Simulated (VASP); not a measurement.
# Hg (P6_3/mmc) in VASP: notebook, part 2 of 2

VASP 6.6.1. The steps go on from the part before.

## (3) Single point, PBE+D3(BJ) (26.75 Å³/atom)

Contents of INCAR:

```
SYSTEM = Hg
PREC = Accurate ; ENCUT = 520
EDIFF = 1E-7 ; ISMEAR = 0
SIGMA = 0.15 ; LREAL = .FALSE.
LASPH = .TRUE. ; NELM = 80
ALGO = Fast ; ISIF = 2
LWAVE = .FALSE. ; LCHARG = .FALSE.
GGA = PE ; IVDW = 12
NBANDS = 19
```

Contents of KPOINTS:

```
Automatic mesh
0
G
  18 18 10
  0 0 0
```

Contents of POSCAR:

```
Hg
1.0
    3.4883415821      0.0000000000      0.0000000000
   -1.7441707910      3.0209924272      0.0000000000
    0.0000000000      0.0000000000      5.0769323385
Hg
2
Direct
    0.6666666667      0.3333333333      0.7500000000
    0.3333333333      0.6666666667      0.2500000000
```

Potentials or basis: VASP PAW PBE potentials, release 64 (Hg).

On the command line:

```
> cat potpaw_PBE.64/Hg/POTCAR > POTCAR
> mpirun -np 1 vasp_std > vasp.out
```

OUTCAR:

```text
SYSTEM = Hg
   PREC = Accurate
   ENCUT = 520
   EDIFF = 1E-7
   ISMEAR = 0
   LREAL = .FALSE.
   LASPH = .TRUE.
   NELM = 80
   ISIF = 2
   GGA = PE
   IVDW = 12
 IVDW          = 12

 ion  position               nearest neighbor table
   1  0.667  0.333  0.750-   2 3.24   2 3.24   2 3.24   2 3.24   2 3.24   2 3.24
   2  0.333  0.667  0.250-   1 3.24   1 3.24   1 3.24   1 3.24   1 3.24   1 3.24

  LATTYP: Found a hexagonal cell.
 ALAT       =     3.4883415821
 C/A-ratio  =     1.4554000000

  Lattice vectors:

 A1 = (   3.4883415821,   0.0000000000,   0.0000000000)
 A2 = (  -1.7441707910,   3.0209924272,   0.0000000000)
 A3 = (   0.0000000000,   0.0000000000,   5.0769323385)

Analysis of symmetry for initial positions (statically):
=====================================================================
 Subroutine PRICEL returns:
 Original cell was already a primitive cell.

 Routine SETGRP: Setting up the symmetry group for a
 hexagonal supercell.

 Subroutine GETGRP returns: Found 24 space group operations
 (whereof 12 operations were pure point group operations)
 out of a pool of 24 trial point group operations.

The static configuration has the point symmetry D_3d.
 The point group associated with its full space group is D_6h.

Analysis of symmetry for dynamics (positions and initial velocities):
=====================================================================
 Subroutine PRICEL returns:
 Original cell was already a primitive cell.

 Routine SETGRP: Setting up the symmetry group for a
 hexagonal supercell.

 Subroutine GETGRP returns: Found 24 space group operations
 (whereof 12 operations were pure point group operations)
 out of a pool of 24 trial point group operations.

The dynamic configuration has the point symmetry D_3d.
 The point group associated with its full space group is D_6h.

 Subroutine INISYM returns: Found 24 space group operations
 (whereof 12 operations are pure point group operations),
 and found     1 'primitive' translations
[... 112 lines left out ...]
   IALGO  =     68    algorithm
   IMIX   =      4    mixing-type and parameters
     AMIX     =   0.40;   BMIX     =  1.00
     AMIX_MAG =   1.60;   BMIX_MAG =  1.00
  volume/ion in A,a.u.               =      26.75       180.52
  Fermi-wavevector in a.u.,A,eV,Ry     =   1.253204  2.368213 21.368239  1.570521
  Thomas-Fermi vector in A             =   2.387068
   LORBIT       =      0    0 simple, 1 ext, 2 COOP (PROOUT), +10 PAW based schemes
   GGA     = PE    functional components
   LHFCALC =     F    Hartree Fock is set to
   AEXX    =    0.0000 exact exchange contribution
   IVDW    =    12    specifies the selected vdW correction
   LEPSILON=     F    determine dielectric tensor
   LRPA    =     F    only Hartree local field effects (RPA)
 non-spin polarized calculation
 RMM-DIIS sequential band-by-band and
 Gauss-broadening in eV      SIGMA  =   0.15
  energy-cutoff  :      520.00
  volume of cell :       53.50
 maximum number of plane-waves:      1483
 NGX is ok and might be reduce to    28
   NGX = 13   NGY = 13   NGZ = 19

 number of electron      24.0000004 magnetization

 Free energy of the ion-electron system (eV)
  ---------------------------------------------------
  ext. energy  EPLUGINS =         0.00000000
  ---------------------------------------------------
  free energy    TOTEN  =        -0.31928151 eV

  energy without entropy =       -0.31455191  energy(sigma->0) =       -0.31691671

 E-fermi :   1.6426     XC(G=0): -10.1645

 val. band max:        1.6146585570   @ k =   0.2222   0.0556   0.0000
 cond. band min:       1.6560850134   @ k =   0.2222   0.2222   0.0000
 fundamental gap:      0.0414264564
 Fermi energy:         1.6425676099

 k-point     1 :       0.0000    0.0000    0.0000
  band No.  band energies     occupation
      1      -6.2869      2.00000
      2      -5.4843      2.00000
      3      -4.7565      2.00000
      4      -4.7565      2.00000
      5      -4.7129      2.00000
      6      -4.7129      2.00000
[... 505 lines left out ...]
      6      -4.4176      2.00000
[... 11 lines left out ...]
     18      11.9562      0.00000
     19      13.1400      0.00000

 [... further k-points ...]

------------------------ aborting loop because EDIFF is reached ----------------------------------------

 Edisp (eV)   -0.78335

 E8    (eV) :    -0.3557

  FORCE on cell =-STRESS in cart. coord.  units (eV):
  Direction    XX          YY          ZZ          XY          YZ          ZX
  --------------------------------------------------------------------------------------
  -------------------------------------------------------------------------------------
  Total      -0.20926    -0.20926     0.00628    -0.00000    -0.00000     0.00000
  in kB      -6.26644    -6.26644     0.18804    -0.00000    -0.00000     0.00000
  external pressure =       -4.11 kB  Pullay stress =        0.00 kB

 VOLUME and BASIS-vectors are now :
 -----------------------------------------------------------------------------
  energy-cutoff  :      520.00
  volume of cell :       53.50
      direct lattice vectors                 reciprocal lattice vectors
     3.488341582  0.000000000  0.000000000     0.286669174  0.165508525  0.000000000
    -1.744170791  3.020992427  0.000000000     0.000000000  0.331017050  0.000000000
     0.000000000  0.000000000  5.076932338     0.000000000  0.000000000  0.196969338

 POSITION                                       TOTAL-FORCE (eV/Angst)
 -----------------------------------------------------------------------------------
      1.74417      1.00700      3.80770        -0.000000      0.000000      0.000000
     -0.00000      2.01399      1.26923         0.000000     -0.000000      0.000000
 -----------------------------------------------------------------------------------
    total drift:                               -0.000000      0.000000     -0.000000

  FREE ENERGIE OF THE ION-ELECTRON SYSTEM (eV)
  ---------------------------------------------------
  free  energy   TOTEN  =        -1.1026279877 eV

  energy  without entropy=       -1.0978983889  energy(sigma->0) =       -1.10026319
```

OSZICAR:

```text
N       E                     dE             d eps       ncg     rms          rms(c)
DAV:   1     0.179049478393E+03    0.17905E+03   -0.12301E+04  8436   0.120E+03
DAV:   2     0.406648556789E+01   -0.17498E+03   -0.16672E+03  8829   0.311E+02
DAV:   3    -0.350497512273E+00   -0.44170E+01   -0.44026E+01  9535   0.542E+01
DAV:   4    -0.357956253293E+00   -0.74587E-02   -0.74578E-02  9158   0.222E+00
DAV:   5    -0.357968812989E+00   -0.12560E-04   -0.12560E-04  9188   0.863E-02    0.356E+00
RMM:   6    -0.320997789836E+00    0.36971E-01   -0.85901E-02  8465   0.243E+00    0.275E+00
RMM:   7    -0.319184415161E+00    0.18134E-02   -0.17311E-02  8730   0.894E-01    0.106E+00
RMM:   8    -0.319227101565E+00   -0.42686E-04   -0.23170E-03  8865   0.573E-01    0.620E-02
RMM:   9    -0.319266462469E+00   -0.39361E-04   -0.16079E-04  9216   0.108E-01    0.410E-02
RMM:  10    -0.319281802691E+00   -0.15340E-04   -0.44310E-05  9032   0.766E-02    0.824E-03
RMM:  11    -0.319281388285E+00    0.41441E-06   -0.27015E-06  9423   0.144E-02    0.174E-03
RMM:  12    -0.319281518147E+00   -0.12986E-06   -0.23196E-07  7234   0.499E-03    0.768E-04
RMM:  13    -0.319281510273E+00    0.78744E-08   -0.23499E-08  5949   0.124E-03
   1 F= -.11026280E+01 E0= -.11002632E+01  d E =-.472960E-02
```

Wall time 3.2 min (1 thread of Intel Xeon 6975P-C (Granite Rapids), shared host); peak memory 0.32 GiB.

Results:

```yaml
Free_energy: -1.1026 eV
Pressure: -0.4 GPa
Band_gap_on_the_k_mesh: zero (bands 12 and 13 overlap by 0.60 eV)
Dispersion_energy_per_atom: -0.392 eV
```

Caveat: spin-orbit coupling is left out, which moves the levels of the heavy elements.

## (4) Single point, PBE+D3(BJ) (26.75 Å³/atom)

Contents of INCAR:

```
SYSTEM = Hg
ALGO = Fast
EDIFF = 1E-7
ENCUT = 520
GGA = PE
ISIF = 2
ISMEAR = 0
IVDW = 12
LASPH = .TRUE.
LCHARG = .TRUE.
LELF = .TRUE.
LREAL = .FALSE.
LVHAR = .TRUE.
LWAVE = .FALSE.
NBANDS = 19
NELM = 100
PREC = Accurate
SIGMA = 0.15
```

Contents of KPOINTS:

```
k-points
0
G
  18 18 10
  0 0 0
```

Contents of POSCAR:

```
Hg
1.0
    3.3512615112      0.0000000000      0.0000000000
   -1.6756307556      2.9022776034      0.0000000000
    0.0000000000      0.0000000000      5.5007606445
Hg
2
Direct
    0.6666666667      0.3333333333      0.7500000000
    0.3333333333      0.6666666667      0.2500000000
```

On the command line:

```
> cat potpaw_PBE.64/Hg/POTCAR > POTCAR
> mpirun -np 1 vasp_std > vasp.out
```

It took 2.8 min on 1 thread of Intel Xeon 6975P-C (Granite Rapids), shared host; peak memory 0.32 GiB.

The run converged. Its results:

```
Free energy                : -1.1070 eV
Pressure                   : -0.4 GPa
Band gap on the k mesh     : zero (bands 12 and 13 overlap by 0.81 eV)
Dispersion energy per atom : -0.391 eV
```

Stress tensor (GPa, compression positive):
```
-0.19  0.00  0.00
 0.00 -0.19  0.00
 0.00  0.00 -0.81
```

Levels at points of the mesh, in eV from the Fermi level:
```
           k point  band 9  band 10  band 11  band 12  band 13  band 14  band 15  band 16
(0.00, 0.00, 0.00)   -5.95    -5.44    -5.44    -1.55    -0.75    11.93    11.93    13.13
(0.50, 0.00, 0.00)   -5.36    -5.30    -2.10    -1.65     2.52     3.14     4.19     6.97
(0.00, 0.00, 0.50)   -5.61    -5.61    -5.61    -5.61     6.29     6.29    12.92    12.92
(0.50, 0.00, 0.50)   -5.33    -5.33    -1.01    -1.01     0.16     0.16     8.93     8.93
```

Caveat: spin-orbit coupling is left out, which moves the levels of the heavy elements.

## (5) Summary

| cell | further INCAR settings | gap on the mesh (eV) | pressure (GPa) |
| --- | --- | --- | --- |
| a = 3.307, b = 3.307, c = 5.650 Å, angles 90.0, 90.0, 120.0°, 2 atoms | ALGO = Fast; EDIFF = 1e-06; NBANDS = 19 | none | -0.4 |
| a = 3.488, b = 3.488, c = 5.077 Å, angles 90.0, 90.0, 120.0°, 2 atoms | ALGO = Fast; EDIFF = 1e-07; NBANDS = 19 | none | -0.4 |
| a = 3.351, b = 3.351, c = 5.501 Å, angles 90.0, 90.0, 120.0°, 2 atoms | ALGO = Fast; EDIFF = 1e-07; NBANDS = 19 | none | -0.4 |

Alike in all rows: task single point; level PBE+D3(BJ); potentials or basis VASP PAW PBE potentials, release 64 (Hg); no spin polarisation; k mesh 18 × 18 × 10; cutoff (eV) 520; smearing gaussian 0.15 eV.

Caveats: spin-orbit coupling is left out, which moves the levels of the heavy elements.

Absolute energies hang on the potentials; compare differences alone.

The gap in the log of VASP goes by the Fermi energy; the results here count the filled bands.